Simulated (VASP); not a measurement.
# GdVH3 (Pm-3m) in VASP: notebook

GdVH3 is run at these levels: revPBE; tasks: single point, relaxation of cell and atoms.

Program: VASP 6.6.1. These are calculated values, not measurements. Logs are shortened: lines on timing, memory, paths and dates and some standing lists are left out, and cuts for length are marked.

### Step 1. The cell of the first run

It takes space group Pm-3m (No. 221, cubic). Conventional cell: a = 3.696 Å, b = 3.696 Å, c = 3.696 Å, α = 90.00°, β = 90.00°, γ = 90.00°. Within 2.5 Å of V (site symmetry m-3m) lie 6 H at 1.85 Å. H (site symmetry 4/mmm) has 2 V at 1.85 Å within 2.5 Å. Gd (site symmetry m-3m) has 12 H at 2.61 Å and 8 V at 3.20 Å within 3.4 Å.

### Step 2. Single point, revPBE, collinear spin, ferrimagnetic start

INCAR

```
SYSTEM = GdVH3
  ALGO = Normal
  EDIFF = 1E-6
  ENCUT = 520
  GGA = RE
  ISIF = 2
  ISMEAR = 1
  ISPIN = 2
  LASPH = .True.
  LCHARG = .False.
  LMAXMIX = 6
  LORBIT = 11
  LREAL = .False.
  LWAVE = .False.
  MAGMOM = 0.4 0 0 0 -6.9
  NBANDS = 29
  NELM = 150
  PREC = Accurate
  SIGMA = 0.0479
```

KPOINTS

```
k-points
0
Gamma
  8 8 8
  0 0 0
```

POSCAR

```
GdVH3
1.0
    3.6960214392      0.0000000000      0.0000000000
    0.0000000000      3.6960214392      0.0000000000
    0.0000000000      0.0000000000      3.6960214392
V H Gd
1 3 1
Direct
    0.0000000000      0.0000000000      0.0000000000
    0.5000000000      0.0000000000      0.0000000000
    0.0000000000      0.5000000000      0.0000000000
    0.0000000000      0.0000000000      0.5000000000
    0.5000000000      0.5000000000      0.5000000000
```

Potentials or basis: VASP PAW PBE potentials, release 64 (V_sv, H, Gd).

The run is started by

```bash
cat potpaw_PBE.64/V_sv/POTCAR potpaw_PBE.64/H/POTCAR potpaw_PBE.64/Gd/POTCAR > POTCAR
mpirun -np 1 vasp_std > vasp.out
```

OUTCAR:

```text
SYSTEM = GdVH3
   EDIFF = 1E-6
   ENCUT = 520
   GGA = RE
   ISIF = 2
   ISMEAR = 1
   ISPIN = 2
   LASPH = .True.
   LORBIT = 11
   LREAL = .False.
   NELM = 150
   PREC = Accurate

 ion  position               nearest neighbor table
   1  0.000  0.000  0.000-   2 1.85   3 1.85   4 1.85   4 1.85   3 1.85   2 1.85   5 3.20   5 3.20
                             5 3.20   5 3.20   5 3.20   5 3.20   5 3.20   5 3.20
   2  0.500  0.000  0.000-   1 1.85   1 1.85
   3  0.000  0.500  0.000-   1 1.85   1 1.85
   4  0.000  0.000  0.500-   1 1.85   1 1.85
   5  0.500  0.500  0.500-   1 3.20   1 3.20   1 3.20   1 3.20   1 3.20   1 3.20   1 3.20   1 3.20

  LATTYP: Found a simple cubic cell.
 ALAT       =     3.6960214392

  Lattice vectors:

 A1 = (   3.6960214392,   0.0000000000,   0.0000000000)
 A2 = (   0.0000000000,   3.6960214392,   0.0000000000)
 A3 = (   0.0000000000,   0.0000000000,   3.6960214392)

Analysis of symmetry for initial positions (statically):
=====================================================================
 Subroutine PRICEL returns:
 Original cell was already a primitive cell.

 Routine SETGRP: Setting up the symmetry group for a
 simple cubic supercell.

 Subroutine GETGRP returns: Found 48 space group operations
 (whereof 48 operations were pure point group operations)
 out of a pool of 48 trial point group operations.

The static configuration has the point symmetry O_h .

Analysis of symmetry for dynamics (positions and initial velocities):
=====================================================================
 Subroutine PRICEL returns:
 Original cell was already a primitive cell.

 Routine SETGRP: Setting up the symmetry group for a
 simple cubic supercell.

 Subroutine GETGRP returns: Found 48 space group operations
 (whereof 48 operations were pure point group operations)
 out of a pool of 48 trial point group operations.

The dynamic configuration has the point symmetry O_h .

Analysis of structural, dynamic, and magnetic symmetry:
=====================================================================
 Subroutine PRICEL returns:
 Original cell was already a primitive cell.

 Routine SETGRP: Setting up the symmetry group for a
 simple cubic supercell.

 Subroutine GETGRP returns: Found 48 space group operations
 (whereof 48 operations were pure point group operations)
 out of a pool of 48 trial point group operations.

The overall configuration has the point symmetry O_h .

 Subroutine INISYM returns: Found 48 space group operations
 (whereof 48 operations are pure point group operations),
 and found     1 'primitive' translations

----------------------------------------------------------------------------------------

                                     Primitive cell

  volume of cell :      50.4898

  direct lattice vectors                    reciprocal lattice vectors
     3.696021439  0.000000000  0.000000000     0.270561201  0.000000000  0.000000000
     0.000000000  3.696021439  0.000000000     0.000000000  0.270561201  0.000000000
     0.000000000  0.000000000  3.696021439     0.000000000  0.000000000  0.270561201

  length of vectors
     3.696021439  3.696021439  3.696021439     0.270561201  0.270561201  0.270561201

  position of ions in fractional coordinates (direct lattice)
     0.000000000  0.000000000  0.000000000
     0.500000000  0.000000000  0.000000000
     0.000000000  0.500000000  0.000000000
     0.000000000  0.000000000  0.500000000
     0.500000000  0.500000000  0.500000000

  ion indices of the primitive-cell ions
   primitive index   ion index
                 1           1
                 2           2
                 3           3
                 4           4
                 5           5

----------------------------------------------------------------------------------------

 KPOINTS: k-points

Automatic generation of k-mesh.
 Grid dimensions read from file:
 generate k-points for:    8    8    8

 Generating k-lattice:

  Cartesian coordinates                     Fractional coordinates (reciprocal lattice)
     0.033820150  0.000000000  0.000000000     0.125000000  0.000000000  0.000000000
     0.000000000  0.033820150  0.000000000     0.000000000  0.125000000  0.000000000
     0.000000000  0.000000000  0.033820150     0.000000000  0.000000000  0.125000000

  Length of vectors
     0.033820150  0.033820150  0.033820150

  Shift w.r.t. Gamma in fractional coordinates (k-lattice)
     0.000000000  0.000000000  0.000000000

 Subroutine IBZKPT returns following result:
 ===========================================

 Found     35 irreducible k-points:

 Following reciprocal coordinates:
            Coordinates               Weight
  0.000000  0.000000  0.000000      1.000000
  0.125000  0.000000  0.000000      6.000000
  0.250000  0.000000  0.000000      6.000000
  0.375000  0.000000  0.000000      6.000000
  0.500000  0.000000  0.000000      3.000000
  0.125000  0.125000  0.000000     12.000000
[... 16 lines left out ...]
  0.375000  0.375000  0.125000     24.000000
  0.500000  0.375000  0.125000     24.000000
 [... further k-points ...]
   k-points           NKPTS =     35   k-points in BZ     NKDIM =     35   number of bands    NBANDS=     29
   number of dos      NEDOS =    301   number of ions     NIONS =      5
   total plane-waves  NPLWV =  21952
   dimension x,y,z NGX =    28 NGY =   28 NGZ =   28
   dimension x,y,z NGXF=    56 NGYF=   56 NGZF=   56
   ions per type =               1   3   1
   NGX,Y,Z   is equivalent  to a cutoff of  12.59, 12.59, 12.59 a.u.
   NGXF,Y,Z  is equivalent  to a cutoff of  25.19, 25.19, 25.19 a.u.
 SYSTEM =  GdVH3
   PREC   = accura    normal or accurate (medium, high low for compatibility)
   ISTART =      0    job   : 0-new  1-cont  2-samecut
   ICHARG =      2    charge: 1-file 2-atom 10-const
   ISPIN  =      2    spin polarized calculation?
   LNONCOLLINEAR =      F non collinear calculations
   LSORBIT =      F    spin-orbit coupling
   LASPH  =      T    aspherical Exc in radial PAW
   ENCUT  =  520.0 eV  38.22 Ry    6.18 a.u.   6.87  6.87  6.87*2*pi/ulx,y,z
   NELM   =    150;   NELMIN=  2; NELMDL= -5     # of ELM steps
   EDIFF  = 0.1E-05   stopping-criterion for ELM
   LREAL  =      F    real-space projection
   EDIFFG = 0.1E-04   stopping-criterion for IOM
   NSW    =      0    number of steps for IOM
   IBRION =     -1    ionic relax: 0-MD 1-quasi-New 2-CG
   NFREE  =      0    steps in history (QN), initial steepest desc. (CG)
   ISIF   =      2    stress and relaxation
   ISYM   =      2    0-nonsym 1-usesym 2-fastsym
   POTIM  = 0.5000    time-step for ionic-motion
   TEBEG  =    0.0;   TEEND  =   0.0 temperature during run
   PSTRESS=    0.0 pullay stress
   NELECT =      34.0000    total number of electrons
   NUPDOWN=      -1.0000    fix difference up-down
   EMIN   =  10.00;   EMAX   =-10.00  energy-range for DOS
   EFERMI =   0.00;   METHOD = LEGACY
   ISMEAR =     1;   SIGMA  =   0.05  broadening in eV -4-tet -1-fermi 0-gaus
   EFERMI_NEDOS =   21; number of points for ismear=-14 and -15
   IALGO  =     38    algorithm
   IMIX   =      4    mixing-type and parameters
     AMIX     =   0.40;   BMIX     =  1.00
     AMIX_MAG =   1.60;   BMIX_MAG =  1.00
  volume/ion in A,a.u.               =      10.10        68.14
  Fermi-wavevector in a.u.,A,eV,Ry     =   1.434939  2.711641 28.015060  2.059049
  Thomas-Fermi vector in A             =   2.554292
   LORBIT       =     11    0 simple, 1 ext, 2 COOP (PROOUT), +10 PAW based schemes
   GGA     = RE    functional components
   LHFCALC =     F    Hartree Fock is set to
   AEXX    =    0.0000 exact exchange contribution
   IVDW    =     0    specifies the selected vdW correction
   LEPSILON=     F    determine dielectric tensor
   LRPA    =     F    only Hartree local field effects (RPA)
 spin polarized calculation
 Methfessel and Paxton  Order N= 1 SIGMA  =   0.05
  energy-cutoff  :      520.00
  volume of cell :       50.49
 maximum number of plane-waves:      1382
 NGX is ok and might be reduce to    28
   NGX = 13   NGY = 13   NGZ = 13

 number of electron      34.0000006 magnetization      -5.9950965

 Free energy of the ion-electron system (eV)
  ---------------------------------------------------
  ext. energy  EPLUGINS =         0.00000000
  ---------------------------------------------------
  free energy    TOTEN  =       -31.67706064 eV

  energy without entropy =      -31.67692056  energy(sigma->0) =      -31.67701395

 E-fermi :   5.4935     XC(G=0): -11.1849

 val. band max:        5.4877264517   @ k =   0.3750   0.0000   0.0000
 cond. band min:       5.5017243586   @ k =   0.5000   0.1250   0.1250
 fundamental gap:      0.0139979068
 Fermi energy:         5.4934752830

 spin component 1

 k-point     1 :       0.0000    0.0000    0.0000
  band No.  band energies     occupation
      1     -58.8078      1.00000
      2     -36.3701      1.00000
      3     -32.6548      1.00000
      4     -32.6547      1.00000
      5     -32.6547      1.00000
      6     -14.5817      1.00000
[... 21 lines left out ...]
     28      11.0911      0.00000
     29      11.0912      0.00000

 k-point     2 :       0.1250    0.0000    0.0000
  band No.  band energies     occupation
      1     -58.8076      1.00000
      2     -36.3674      1.00000
      3     -32.6584      1.00000
      4     -32.6544      1.00000
      5     -32.6544      1.00000
      6     -14.6545      1.00000
[... 21 lines left out ...]
     28      11.9320      0.00000
     29      12.4632      0.00000

 k-point     3 :       0.2500    0.0000    0.0000
  band No.  band energies     occupation
      1     -58.8071      1.00000
      2     -36.3609      1.00000
      3     -32.6673      1.00000
      4     -32.6538      1.00000
      5     -32.6537      1.00000
      6     -14.8244      1.00000
[... 638 lines left out ...]
      5     -32.6560      1.00000
      6     -14.9038      1.00000
[... 21 lines left out ...]
     28      11.4124      0.00000
     29      13.2621      0.00000

 k-point    24 :       0.5000    0.3750    0.1250
  band No.  band energies     occupation
      1     -58.8052      1.00000
      2     -36.3292      1.00000
      3     -32.6825      1.00000
      4     -32.6784      1.00000
      5     -32.6558      1.00000
      6     -14.9519      1.00000
[... 21 lines left out ...]
     28      12.1867      0.00000
     29      12.7952      0.00000

 [... further k-points ...]

 spin component 2

 k-point     1 :       0.0000    0.0000    0.0000
  band No.  band energies     occupation
      1     -57.7758      1.00000
      2     -39.5622      1.00000
      3     -31.6263      1.00000
      4     -31.6263      1.00000
      5     -31.6263      1.00000
      6     -16.8443      1.00000
[... 21 lines left out ...]
     28      10.7203      0.00000
     29      10.7203      0.00000

 k-point     2 :       0.1250    0.0000    0.0000
  band No.  band energies     occupation
      1     -57.7756      1.00000
      2     -39.5600      1.00000
      3     -31.6307      1.00000
      4     -31.6260      1.00000
      5     -31.6260      1.00000
      6     -16.9000      1.00000
[... 21 lines left out ...]
     28      12.1139      0.00000
     29      12.1772      0.00000

 k-point     3 :       0.2500    0.0000    0.0000
  band No.  band energies     occupation
      1     -57.7751      1.00000
      2     -39.5546      1.00000
      3     -31.6413      1.00000
      4     -31.6253      1.00000
      5     -31.6253      1.00000
      6     -17.0313      1.00000
[... 638 lines left out ...]
      5     -31.6277      1.00000
      6     -17.1009      1.00000
[... 21 lines left out ...]
     28      11.0121      0.00000
     29      12.4936      0.00000

 k-point    24 :       0.5000    0.3750    0.1250
  band No.  band energies     occupation
      1     -57.7730      1.00000
      2     -39.5303      1.00000
      3     -31.6570      1.00000
      4     -31.6523      1.00000
      5     -31.6275      1.00000
      6     -17.1412      1.00000
[... 21 lines left out ...]
     28      11.6708      0.00000
     29      11.8590      0.00000

 [... further k-points ...]
[... 5 lines left out ...]
  --------------------------------------------------------------------------------------
  -------------------------------------------------------------------------------------
  Total       -0.0092922     -0.0092922     -0.0092922     -0.0000000      0.0000000     -0.0000000
  in kB       -0.2948661     -0.2948661     -0.2948661     -0.0000000      0.0000000     -0.0000000
  external PRESSURE =      -0.2948661 kB  Pullay stress =       0.0000000 kB

 VOLUME and BASIS-vectors are now :
 -----------------------------------------------------------------------------
  energy-cutoff  :      520.00
  volume of cell :       50.49
      direct lattice vectors                 reciprocal lattice vectors
     3.696021439  0.000000000  0.000000000     0.270561201  0.000000000  0.000000000
     0.000000000  3.696021439  0.000000000     0.000000000  0.270561201  0.000000000
     0.000000000  0.000000000  3.696021439     0.000000000  0.000000000  0.270561201

 POSITION                                       TOTAL-FORCE (eV/Angst)
 -----------------------------------------------------------------------------------
      0.00000      0.00000      0.00000         0.000000      0.000000      0.000000
      1.84801      0.00000      0.00000         0.000000      0.000000      0.000000
      0.00000      1.84801      0.00000         0.000000      0.000000      0.000000
      0.00000      0.00000      1.84801         0.000000      0.000000      0.000000
      1.84801      1.84801      1.84801         0.000000      0.000000      0.000000
 -----------------------------------------------------------------------------------
    total drift:                                0.000000      0.000000      0.000000

  FREE ENERGIE OF THE ION-ELECTRON SYSTEM (eV)
  ---------------------------------------------------
  free  energy   TOTEN  =       -31.6770606390 eV

  energy  without entropy=      -31.6769205648  energy(sigma->0) =      -31.67701395

 total charge

# of ion       s       p       d       f       tot
--------------------------------------------------
    1        2.203   6.157   3.250   0.000  11.610
    2        0.544   0.015   0.000   0.000   0.558
    3        0.544   0.015   0.000   0.000   0.558
    4        0.544   0.015   0.000   0.000   0.558
    5        2.032   5.626   0.543   7.029  15.231
--------------------------------------------------
tot          5.867  11.827   3.794   7.029  28.516

 magnetization (x)

# of ion       s       p       d       f       tot
--------------------------------------------------
    1        0.010   0.005   1.085   0.000   1.100
    2        0.002  -0.000   0.000   0.000   0.001
    3        0.002  -0.000   0.000   0.000   0.001
    4        0.002  -0.000   0.000   0.000   0.001
    5        0.002   0.081  -0.141  -6.765  -6.823
--------------------------------------------------
tot          0.017   0.085   0.945  -6.765  -5.718
```

Run time: 3.1 min. Hardware: 1 thread of Intel Xeon Platinum 8259CL at 2.50GHz (Skylake/Cascade Lake), shared host; peak memory 0.24 GiB.

What came out:

```
Free energy                                           : -31.6771 eV
Pressure                                              : 0.0 GPa
Band gap on the k mesh                                : zero (filled and empty bands overlap)
Net moment                                            : -6.00 μB per cell
Site moments                                          : V +1.10; H +0.00; Gd -6.82 μB
Valence electrons inside the program's atomic spheres : V 11.61; H 0.56; Gd 15.23
```

Caveat: the PAW data sets were made with another functional, which shifts forces and pressure a little; spin-orbit coupling is left out, which moves the levels of the heavy elements; without U or exact exchange the open f shell lies at the Fermi level, which spoils levels, moments and volumes. The state reached can hang on the start; a lower one may exist.

### Step 3. Relaxation of cell and atoms, revPBE, collinear spin, ferrimagnetic start

This run uses another cell than the first one, of 9.82 Å³/atom, 0.972 times its volume.

INCAR

```
PREC = Accurate
ENCUT = 600
EDIFF = 1E-6
ISMEAR = 1
SIGMA = 0.0479
LREAL = False
LASPH = True
NELM = 150
ALGO = Normal
ISIF = 3
LWAVE = False
LCHARG = False
ISPIN = 2
MAGMOM = 0.4 0 0 0 -6.9
LORBIT = 11
LMAXMIX = 6
GGA = RE
IBRION = 2
NSW = 60
EDIFFG = -0.01
```

KPOINTS

```
regular mesh
0
Gamma
  8 8 8
```

POSCAR, as its differences from that of step 2:

```diff
@@ -2,5 +2,5 @@
 1.0
-    3.6960214392      0.0000000000      0.0000000000
-    0.0000000000      3.6960214392      0.0000000000
-    0.0000000000      0.0000000000      3.6960214392
+    3.6615011500      0.0000000000      0.0000000000
+    0.0000000000      3.6615011500      0.0000000000
+    0.0000000000      0.0000000000      3.6615011500
 V H Gd
```

Potentials or basis: VASP PAW PBE potentials, release 64 (V_sv, H, Gd).

The run is started by

```bash
cat potpaw_PBE.64/V_sv/POTCAR potpaw_PBE.64/H/POTCAR potpaw_PBE.64/Gd/POTCAR > POTCAR
mpirun -np 1 vasp_std > vasp.out
```

Wall time 10 min (1 thread of Intel Xeon Platinum 8259CL at 2.50GHz (Skylake/Cascade Lake), shared host); peak memory 0.27 GiB.

The run converged. Its results:

* Free energy: -31.6799 eV
* Relaxed volume: 10.12 Å³/atom
* Relaxed cell: a = 3.699 Å, b = 3.699 Å, c = 3.699 Å, α = 90.00°, β = 90.00°, γ = 90.00°
* Space group after relaxing (to 0.05 Å): Pm-3m (No. 221)
* Energy gained by relaxing: 2.3 meV/atom
* Ionic steps: 3
* Pressure after relaxing: -0.2 GPa
* Band gap on the k mesh: zero (filled and empty bands overlap)
* Net moment: -6.00 μB per cell
* Site moments: V +1.10; H +0.00; Gd -6.82 μB
* Valence electrons inside the program's atomic spheres: V 11.61; H 0.56; Gd 15.23

Step by step:
```tsv
step	energy change (eV)	largest force (eV/Å)	pressure (GPa)	volume (Å³)
1	0.0000	0.0000	2.57	49.09
2	-0.0110	0.0000	0.60	50.21
3	-0.0115	0.0000	-0.15	50.60
```

Final structure:
```
V H Gd
1.0
     3.69881    0.00000    0.00000
     0.00000    3.69881    0.00000
     0.00000    0.00000    3.69881
V H Gd
1 3 1
Direct
  0.00000 0.00000 0.00000
  0.50000 0.00000 0.00000
  0.00000 0.50000 0.00000
  0.00000 0.00000 0.50000
  0.50000 0.50000 0.50000
```

Levels at points of the mesh, in eV from the Fermi level:
Spin up:
| k point | band 11 | band 12 | band 13 | band 14 | band 15 | band 16 | band 17 | band 18 |
| --- | --- | --- | --- | --- | --- | --- | --- | --- |
| (0.00, 0.00, 0.00) | -5.68 | -0.07 | -0.07 | -0.07 | 0.78 | 0.78 | 0.78 | 0.80 |
| (0.50, 0.00, 0.00) | -5.12 | -0.43 | -0.43 | -0.05 | 0.46 | 0.61 | 0.94 | 0.94 |
| (0.50, 0.50, 0.00) | -4.41 | -2.53 | -1.07 | -1.07 | 0.71 | 0.73 | 0.77 | 0.78 |
| (0.50, 0.50, 0.50) | -5.36 | -0.94 | -0.94 | -0.94 | 0.33 | 0.77 | 0.77 | 0.83 |
Spin down:
| k point | band 17 | band 18 | band 19 | band 20 | band 21 | band 22 | band 23 | band 24 |
| --- | --- | --- | --- | --- | --- | --- | --- | --- |
| (0.00, 0.00, 0.00) | -4.52 | -4.48 | 0.90 | 0.90 | 0.90 | 1.81 | 1.81 | 4.85 |
| (0.50, 0.00, 0.00) | -4.48 | -3.98 | -0.34 | 0.87 | 0.87 | 1.18 | 1.18 | 1.42 |
| (0.50, 0.50, 0.00) | -4.02 | -4.02 | -2.53 | -0.51 | -0.51 | 1.08 | 1.28 | 2.97 |
| (0.50, 0.50, 0.50) | -4.50 | -4.50 | -0.27 | -0.27 | -0.27 | 1.32 | 1.32 | 3.21 |

Caveat: the PAW data sets were made with another functional, which shifts forces and pressure a little; spin-orbit coupling is left out, which moves the levels of the heavy elements; without U or exact exchange the open f shell lies at the Fermi level, which spoils levels, moments and volumes. The state reached can hang on the start; a lower one may exist.
